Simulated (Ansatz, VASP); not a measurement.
# Si16Ge: VASP beside Ansatz

```
Si Ge
1.0
     0.00000    5.43000    5.43000
     5.43000    0.00000    5.43000
     5.43000    5.43000    0.00000
Si Ge
16 1
Direct
  0.00088 0.00062 0.99802
  0.12096 0.12067 0.12917
  0.00088 0.00063 0.50046
  0.12510 0.12501 0.62494
  0.99033 0.50326 0.00320
  0.12094 0.62935 0.12923
  0.00092 0.49805 0.50050
  0.12093 0.62936 0.62045
  0.50357 0.98950 0.00346
  0.62962 0.12062 0.12931
  0.49810 0.00074 0.50056
  0.62963 0.12061 0.62042
  0.50370 0.50364 0.00365
  0.62598 0.62507 0.12442
  0.50372 0.50368 0.48892
  0.62967 0.62949 0.62040
  0.37639 0.37513 0.87416
```

Alike in both runs: functional LDA; k mesh 2 × 2 × 2; occupations fermi-dirac, width 0.05 eV; no spin polarisation.

Ansatz relaxed the structure, and its values are those at the end. VASP's run is a single point on that final structure, the one shown.

|  | VASP | Ansatz |
| --- | --- | --- |
| version | VASP 6.6.1 | Ansatz 0.2.0 |
| potentials or method | VASP PAW LDA potentials, release 64 (Si, Ge_d), cutoff 520 eV | scalar-relativistic, plane waves, PAW |
| valence electrons in the cell | 78 | 78 |

|  | VASP | Ansatz | Ansatz less VASP |
| --- | --- | --- | --- |
| rms of the force components (eV/Å) | 0.005 | 0.005 | -0.0003 |

Ansatz warns that its potentials were made for another functional, while VASP's fit it. LDA's correlation is that of Perdew and Zunger in VASP and of Perdew and Wang (1992) in Ansatz.

The k mesh is coarse, so the values compare programs but aren't converged.
